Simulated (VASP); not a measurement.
# TiCo (P4/mmm) in VASP: notebook

The runs below take TiCo through single point, with PBE.

All numbers are computed with VASP 6.6.1; they aren't measurements. Logs are shortened: lines on timing, memory, paths and dates and some standing lists are left out, and cuts for length are marked.

## 1. The cell of the first run

Symmetry: P4/mmm, No. 123, tetragonal system. Conventional cell: a = 2.986 Å, b = 2.986 Å, c = 3.120 Å, α = 90.00°, β = 90.00°, γ = 90.00°. Ti (site symmetry 4/mmm) has 8 Co at 2.63 Å and 6 Ti at 2.99 to 3.12 Å within 3.5 Å. Co (site symmetry 4/mmm) has 8 Ti at 2.63 Å and 6 Co at 2.99 to 3.12 Å within 3.5 Å.

## 2. Single point, PBE, collinear spin, ferromagnetic start (strain +0.0450 x Voigt [0, 1, 0, 0, 0, 0])

INCAR

```
ALGO     = Normal         # electronic algorithm
EDIFF    = 1E-7           # SCF threshold, eV
ENCUT    = 520            # plane-wave cutoff, eV
GGA      = PE             # functional
ISIF     = 2              # what is computed and relaxed
ISMEAR   = 0              # smearing method
ISPIN    = 2              # spin polarisation
LASPH    = True           # aspherical terms in the spheres
LCHARG   = True           # write CHGCAR
LELF     = True           # ELF
LMAXMIX  = 4              # l up to which the mixer works
LORBIT   = 11             # projections on sites
LREAL    = False          # projectors in reciprocal space
LVHAR    = True         
LWAVE    = False          # write WAVECAR
MAGMOM   = 0 0.6          # initial moments
NBANDS   = 22             # bands
NELM     = 150            # most SCF steps
PREC     = Accurate       # precision mode
SIGMA    = 0.15           # smearing width, eV
```

KPOINTS

```
k-points
0
Gamma
  16 16 16
```

POSCAR

```
TiCo
1.0
    2.9861109900      0.0000000000      0.0000000000
    0.0000000000      3.1204859845      0.0000000000
    0.0000000000      0.0000000000      2.9861109900
Ti Co
1 1
Direct
    0.0000000000      0.0000000000      0.0000000000
    0.5000000000      0.5000000000      0.5000000000
```

Potentials or basis: VASP PAW PBE potentials, release 64 (Ti_sv, Co).

Started as:

```sh
cat potpaw_PBE.64/Ti_sv/POTCAR potpaw_PBE.64/Co/POTCAR > POTCAR
mpirun -np 1 vasp_std > vasp.out
```

OUTCAR:

```text
EDIFF = 1E-7
   ENCUT = 520
   GGA = PE
   ISIF = 2
   ISMEAR = 0
   ISPIN = 2
   LASPH = True
   LORBIT = 11
   LREAL = False
   NELM = 150
   PREC = Accurate

 ion  position               nearest neighbor table
   1  0.000  0.000  0.000-   2 2.63   2 2.63   2 2.63   2 2.63   2 2.63   2 2.63   2 2.63   2 2.63

   2  0.500  0.500  0.500-   1 2.63   1 2.63   1 2.63   1 2.63   1 2.63   1 2.63   1 2.63   1 2.63

  LATTYP: Found a simple tetragonal cell.
 ALAT       =     2.9861109900
 C/A-ratio  =     1.0450000000

  Lattice vectors:

 A1 = (  -2.9861109900,   0.0000000000,   0.0000000000)
 A2 = (   0.0000000000,   0.0000000000,   2.9861109900)
 A3 = (   0.0000000000,   3.1204859845,   0.0000000000)

Analysis of symmetry for initial positions (statically):
=====================================================================
 Subroutine PRICEL returns:
 Original cell was already a primitive cell.

 Routine SETGRP: Setting up the symmetry group for a
 simple tetragonal supercell.

 Subroutine GETGRP returns: Found 16 space group operations
 (whereof 16 operations were pure point group operations)
 out of a pool of 16 trial point group operations.

The static configuration has the point symmetry D_4h.

Analysis of symmetry for dynamics (positions and initial velocities):
=====================================================================
 Subroutine PRICEL returns:
 Original cell was already a primitive cell.

 Routine SETGRP: Setting up the symmetry group for a
 simple tetragonal supercell.

 Subroutine GETGRP returns: Found 16 space group operations
 (whereof 16 operations were pure point group operations)
 out of a pool of 16 trial point group operations.

The dynamic configuration has the point symmetry D_4h.

Analysis of structural, dynamic, and magnetic symmetry:
=====================================================================
 Subroutine PRICEL returns:
 Original cell was already a primitive cell.

 Routine SETGRP: Setting up the symmetry group for a
 simple tetragonal supercell.

 Subroutine GETGRP returns: Found 16 space group operations
 (whereof 16 operations were pure point group operations)
 out of a pool of 16 trial point group operations.

The overall configuration has the point symmetry D_4h.

 Subroutine INISYM returns: Found 16 space group operations
 (whereof 16 operations are pure point group operations),
 and found     1 'primitive' translations

----------------------------------------------------------------------------------------

                                     Primitive cell

  volume of cell :      27.8249

  direct lattice vectors                    reciprocal lattice vectors
     2.986110990  0.000000000  0.000000000     0.334883735  0.000000000  0.000000000
     0.000000000  3.120485985  0.000000000     0.000000000  0.320462904  0.000000000
     0.000000000  0.000000000  2.986110990     0.000000000  0.000000000  0.334883735

  length of vectors
     2.986110990  3.120485985  2.986110990     0.334883735  0.320462904  0.334883735

  position of ions in fractional coordinates (direct lattice)
     0.000000000  0.000000000  0.000000000
     0.500000000  0.500000000  0.500000000

  ion indices of the primitive-cell ions
   primitive index   ion index
                 1           1
                 2           2

----------------------------------------------------------------------------------------

 KPOINTS: k-points

Automatic generation of k-mesh.
 Grid dimensions read from file:
 generate k-points for:   16   16   16

 Generating k-lattice:

  Cartesian coordinates                     Fractional coordinates (reciprocal lattice)
     0.020930233  0.000000000  0.000000000     0.062500000  0.000000000  0.000000000
     0.000000000  0.020028931  0.000000000     0.000000000  0.062500000  0.000000000
     0.000000000  0.000000000  0.020930233     0.000000000  0.000000000  0.062500000

  Length of vectors
     0.020930233  0.020028931  0.020930233

  Shift w.r.t. Gamma in fractional coordinates (k-lattice)
     0.000000000  0.000000000  0.000000000

 Subroutine IBZKPT returns following result:
 ===========================================

 Found    405 irreducible k-points:

 Following reciprocal coordinates:
            Coordinates               Weight
  0.000000  0.000000  0.000000      1.000000
  0.062500  0.000000  0.000000      4.000000
  0.125000  0.000000  0.000000      4.000000
  0.187500  0.000000  0.000000      4.000000
  0.250000  0.000000  0.000000      4.000000
  0.312500  0.000000  0.000000      4.000000
[... 16 lines left out ...]
  0.250000  0.125000  0.000000      8.000000
  0.312500  0.125000  0.000000      8.000000
 [... further k-points ...]
   k-points           NKPTS =    405   k-points in BZ     NKDIM =    405   number of bands    NBANDS=     22
   number of dos      NEDOS =    301   number of ions     NIONS =      2
   total plane-waves  NPLWV =  13824
   dimension x,y,z NGX =    24 NGY =   24 NGZ =   24
   dimension x,y,z NGXF=    48 NGYF=   48 NGZF=   48
   ions per type =               1   1
   NGX,Y,Z   is equivalent  to a cutoff of  13.36, 12.79, 13.36 a.u.
   NGXF,Y,Z  is equivalent  to a cutoff of  26.72, 25.57, 26.72 a.u.
 SYSTEM =  unknown system
   PREC   = accura    normal or accurate (medium, high low for compatibility)
   ISTART =      0    job   : 0-new  1-cont  2-samecut
   ICHARG =      2    charge: 1-file 2-atom 10-const
   ISPIN  =      2    spin polarized calculation?
   LNONCOLLINEAR =      F non collinear calculations
   LSORBIT =      F    spin-orbit coupling
   LASPH  =      T    aspherical Exc in radial PAW
   ENCUT  =  520.0 eV  38.22 Ry    6.18 a.u.   5.55  5.80  5.55*2*pi/ulx,y,z
   NELM   =    150;   NELMIN=  2; NELMDL= -5     # of ELM steps
   EDIFF  = 0.1E-06   stopping-criterion for ELM
   LREAL  =      F    real-space projection
   EDIFFG = 0.1E-05   stopping-criterion for IOM
   NSW    =      0    number of steps for IOM
   IBRION =     -1    ionic relax: 0-MD 1-quasi-New 2-CG
   NFREE  =      0    steps in history (QN), initial steepest desc. (CG)
   ISIF   =      2    stress and relaxation
   ISYM   =      2    0-nonsym 1-usesym 2-fastsym
   POTIM  = 0.5000    time-step for ionic-motion
   TEBEG  =    0.0;   TEEND  =   0.0 temperature during run
   PSTRESS=    0.0 pullay stress
   NELECT =      21.0000    total number of electrons
   NUPDOWN=      -1.0000    fix difference up-down
   EMIN   =  10.00;   EMAX   =-10.00  energy-range for DOS
   EFERMI =   0.00;   METHOD = LEGACY
   ISMEAR =     0;   SIGMA  =   0.15  broadening in eV -4-tet -1-fermi 0-gaus
   EFERMI_NEDOS =   21; number of points for ismear=-14 and -15
   IALGO  =     38    algorithm
   IMIX   =      4    mixing-type and parameters
     AMIX     =   0.40;   BMIX     =  1.00
     AMIX_MAG =   1.60;   BMIX_MAG =  1.00
  volume/ion in A,a.u.               =      13.91        93.89
  Fermi-wavevector in a.u.,A,eV,Ry     =   1.490516  2.816666 30.227207  2.221637
  Thomas-Fermi vector in A             =   2.603288
   LORBIT       =     11    0 simple, 1 ext, 2 COOP (PROOUT), +10 PAW based schemes
   GGA     = PE    functional components
   LHFCALC =     F    Hartree Fock is set to
   AEXX    =    0.0000 exact exchange contribution
   IVDW    =     0    specifies the selected vdW correction
   LEPSILON=     F    determine dielectric tensor
   LRPA    =     F    only Hartree local field effects (RPA)
 spin polarized calculation
 Gauss-broadening in eV      SIGMA  =   0.15
  energy-cutoff  :      520.00
  volume of cell :       27.82
 maximum number of plane-waves:       768
 NGX is ok and might be reduce to    24
   NGX = 11   NGY = 11   NGZ = 11

 number of electron      20.9999995 magnetization       0.8549957

 Free energy of the ion-electron system (eV)
  ---------------------------------------------------
  ext. energy  EPLUGINS =         0.00000000
  ---------------------------------------------------
  free energy    TOTEN  =       -15.64153487 eV

  energy without entropy =      -15.61965321  energy(sigma->0) =      -15.63059404

 E-fermi :   9.3442     XC(G=0): -12.3413

 val. band max:        9.3441480098   @ k =   0.3125   0.1250   0.0000
 cond. band min:       9.3450004086   @ k =   0.3750   0.5000   0.1875
 fundamental gap:      0.0008523988
 Fermi energy:         9.3442497365

 spin component 1

 k-point     1 :       0.0000    0.0000    0.0000
  band No.  band energies     occupation
      1     -47.8444      1.00000
      2     -23.9788      1.00000
      3     -23.9294      1.00000
      4     -23.9294      1.00000
      5       1.8767      1.00000
      6       5.3547      1.00000
[... 14 lines left out ...]
     21      27.8652      0.00000
     22      29.4153      0.00000
[... 552 lines left out ...]
  band No.  band energies     occupation
      1     -47.8207      1.00000
      2     -24.1270      1.00000
      3     -23.9896      1.00000
      4     -23.9114      1.00000
      5       3.8399      1.00000
      6       5.9876      1.00000
[... 14 lines left out ...]
     21      26.5273      0.00000
     22      28.1281      0.00000

 [... further k-points ...]

 spin component 2

 k-point     1 :       0.0000    0.0000    0.0000
  band No.  band energies     occupation
      1     -47.8849      1.00000
      2     -24.0260      1.00000
      3     -23.9683      1.00000
      4     -23.9683      1.00000
      5       1.8480      1.00000
      6       6.0369      1.00000
[... 14 lines left out ...]
     21      28.0147      0.00000
     22      29.2725      0.00000
[... 552 lines left out ...]
  band No.  band energies     occupation
      1     -47.8609      1.00000
      2     -24.1678      1.00000
      3     -24.0370      1.00000
      4     -23.9503      1.00000
      5       3.8328      1.00000
      6       6.6423      1.00000
[... 14 lines left out ...]
     21      26.5835      0.00000
     22      27.9973      0.00000

 [... further k-points ...]

------------------------ aborting loop because EDIFF is reached ----------------------------------------

  FORCE on cell =-STRESS in cart. coord.  units (eV):
  Direction    XX          YY          ZZ          XY          YZ          ZX
  --------------------------------------------------------------------------------------
  -------------------------------------------------------------------------------------
  Total       -0.9502287     -1.8622000     -0.9502287      0.0000000      0.0000000      0.0000000
  in kB      -54.7147721   -107.2266590    -54.7147721      0.0000000      0.0000000      0.0000000
  external PRESSURE =     -72.2187344 kB  Pullay stress =       0.0000000 kB

 VOLUME and BASIS-vectors are now :
 -----------------------------------------------------------------------------
  energy-cutoff  :      520.00
  volume of cell :       27.82
      direct lattice vectors                 reciprocal lattice vectors
     2.986110990  0.000000000  0.000000000     0.334883735  0.000000000  0.000000000
     0.000000000  3.120485985  0.000000000     0.000000000  0.320462904  0.000000000
     0.000000000  0.000000000  2.986110990     0.000000000  0.000000000  0.334883735

 POSITION                                       TOTAL-FORCE (eV/Angst)
 -----------------------------------------------------------------------------------
      0.00000      0.00000      0.00000         0.000000      0.000000      0.000000
      1.49306      1.56024      1.49306         0.000000      0.000000      0.000000
 -----------------------------------------------------------------------------------
    total drift:                                0.000000      0.000000     -0.000000

  FREE ENERGIE OF THE ION-ELECTRON SYSTEM (eV)
  ---------------------------------------------------
  free  energy   TOTEN  =       -15.6415348722 eV

  energy  without entropy=      -15.6196532079  energy(sigma->0) =      -15.63059404

 total charge

# of ion       s       p       d       tot
------------------------------------------
    1        2.238   6.165   1.824  10.227
    2        0.508   0.433   7.276   8.217
--------------------------------------------------
tot          2.746   6.597   9.101  18.444

 magnetization (x)

# of ion       s       p       d       tot
------------------------------------------
    1       -0.003  -0.014  -0.045  -0.062
    2        0.027  -0.008   0.964   0.983
--------------------------------------------------
tot          0.024  -0.022   0.919   0.921
```

Wall time 6.1 min (1 thread of Intel Xeon 6975P-C (Granite Rapids), shared host); peak memory 0.46 GiB.

What came out:

```yaml
Free_energy: -15.6415 eV
Pressure: -7.2 GPa
Net_moment: 0.85 μB per cell
Site_moments: Ti -0.06; Co +0.98 μB
Valence_electrons_inside_the_program's_atomic_spheres: Ti 10.23; Co 8.22
```

Caveat: the cell differs from its parent crystal (strain +0.0450 x Voigt [0, 1, 0, 0, 0, 0]); the stress differs along the axes, from -11 to -5 GPa.

## 3. Single point, PBE, collinear spin, ferromagnetic start (strain +0.0525 x Voigt [0, 1, 0, 0, 0, 0])

INCAR

```
SYSTEM = TiCo
PREC = Accurate
ENCUT = 520
EDIFF = 1E-6
ISMEAR = 0
SIGMA = 0.15
LREAL = .False.
LASPH = .True.
NELM = 150
ALGO = Fast
ISIF = 2
LWAVE = .False.
LCHARG = .True.
ISPIN = 2
MAGMOM = 0 0.6
LORBIT = 11
LMAXMIX = 4
GGA = PE
LELF = .True.
LVHAR = .True.
NBANDS = 22
```

KPOINTS

```
regular mesh
0
Gamma
  16 16 16
  0 0 0
```

Changes to POSCAR since step 2:

```diff
@@ -3,3 +3,3 @@
     2.9861109900      0.0000000000      0.0000000000
-    0.0000000000      3.1204859845      0.0000000000
+    0.0000000000      3.1428818170      0.0000000000
     0.0000000000      0.0000000000      2.9861109900
```

Potentials or basis: VASP PAW PBE potentials, release 64 (Ti_sv, Co).

Started as:

```sh
cat potpaw_PBE.64/Ti_sv/POTCAR potpaw_PBE.64/Co/POTCAR > POTCAR
mpirun -np 1 vasp_std > vasp.out
```

OUTCAR:

```text
SYSTEM = TiCo
   PREC = Accurate
   ENCUT = 520
   EDIFF = 1E-6
   ISMEAR = 0
   LREAL = .False.
   LASPH = .True.
   NELM = 150
   ISIF = 2
   ISPIN = 2
   LORBIT = 11
   GGA = PE

 ion  position               nearest neighbor table
   1  0.000  0.000  0.000-   2 2.63   2 2.63   2 2.63   2 2.63   2 2.63   2 2.63   2 2.63   2 2.63

   2  0.500  0.500  0.500-   1 2.63   1 2.63   1 2.63   1 2.63   1 2.63   1 2.63   1 2.63   1 2.63

  LATTYP: Found a simple tetragonal cell.
 ALAT       =     2.9861109900
 C/A-ratio  =     1.0525000000

  Lattice vectors:

 A1 = (  -2.9861109900,   0.0000000000,   0.0000000000)
 A2 = (   0.0000000000,   0.0000000000,   2.9861109900)
[... 1418 lines left out ...]
 -----------------------------------------------------------------------------
  energy-cutoff  :      520.00
  volume of cell :       28.02
      direct lattice vectors                 reciprocal lattice vectors
     2.986110990  0.000000000  0.000000000     0.334883735  0.000000000  0.000000000
     0.000000000  3.142881817  0.000000000     0.000000000  0.318179320  0.000000000
     0.000000000  0.000000000  2.986110990     0.000000000  0.000000000  0.334883735

 POSITION                                       TOTAL-FORCE (eV/Angst)
 -----------------------------------------------------------------------------------
      0.00000      0.00000      0.00000         0.000000      0.000000      0.000000
      1.49306      1.57144      1.49306         0.000000      0.000000      0.000000
 -----------------------------------------------------------------------------------
    total drift:                                0.000000      0.000000     -0.000000

  FREE ENERGIE OF THE ION-ELECTRON SYSTEM (eV)
  ---------------------------------------------------
  free  energy   TOTEN  =       -15.6273480126 eV

  energy  without entropy=      -15.6047479635  energy(sigma->0) =      -15.61604799

 total charge

# of ion       s       p       d       tot
------------------------------------------
    1        2.236   6.162   1.820  10.218
    2        0.506   0.428   7.273   8.207
--------------------------------------------------
tot          2.742   6.590   9.093  18.425

 magnetization (x)

# of ion       s       p       d       tot
------------------------------------------
    1       -0.003  -0.014  -0.050  -0.067
    2        0.027  -0.008   0.967   0.985
--------------------------------------------------
tot          0.024  -0.023   0.917   0.918
```

OSZICAR:

```text
N       E                     dE             d eps       ncg     rms          rms(c)
DAV:   1     0.166038325306E+03    0.16604E+03   -0.95519E+03 36088   0.118E+03
DAV:   2    -0.740312924210E+01   -0.17344E+03   -0.16511E+03 36390   0.302E+02
[... 11 lines left out ...]
RMM:  14    -0.156274138745E+02    0.13379E-02   -0.78670E-04 52045   0.213E-01    0.224E-01
RMM:  15    -0.156273546397E+02    0.59235E-04   -0.21906E-04 51959   0.104E-01    0.963E-02
RMM:  16    -0.156273475849E+02    0.70548E-05   -0.89293E-05 49275   0.662E-02    0.247E-02
RMM:  17    -0.156273488918E+02   -0.13069E-05   -0.35216E-05 52373   0.345E-02    0.162E-02
RMM:  18    -0.156273473044E+02    0.15874E-05   -0.81697E-06 51689   0.180E-02    0.677E-03
RMM:  19    -0.156273480126E+02   -0.70817E-06   -0.21571E-06 39493   0.932E-03
   1 F= -.15627348E+02 E0= -.15616048E+02  d E =-.226000E-01  mag=     0.8489
```

Run time: 7.1 min. Hardware: 1 thread of Intel Xeon 6975P-C (Granite Rapids), shared host; peak memory 0.46 GiB.

What came out:

| Property | Result |
| --- | --- |
| Free energy | -15.6273 eV |
| Pressure | -8.2 GPa |
| Net moment | 0.85 μB per cell |
| Site moments | Ti -0.07; Co +0.98 μB |
| Valence electrons inside the program's atomic spheres | Ti 10.22; Co 8.21 |

Caveat: the cell differs from its parent crystal (strain +0.0525 x Voigt [0, 1, 0, 0, 0, 0]); the stress differs along the axes, from -12 to -6 GPa.
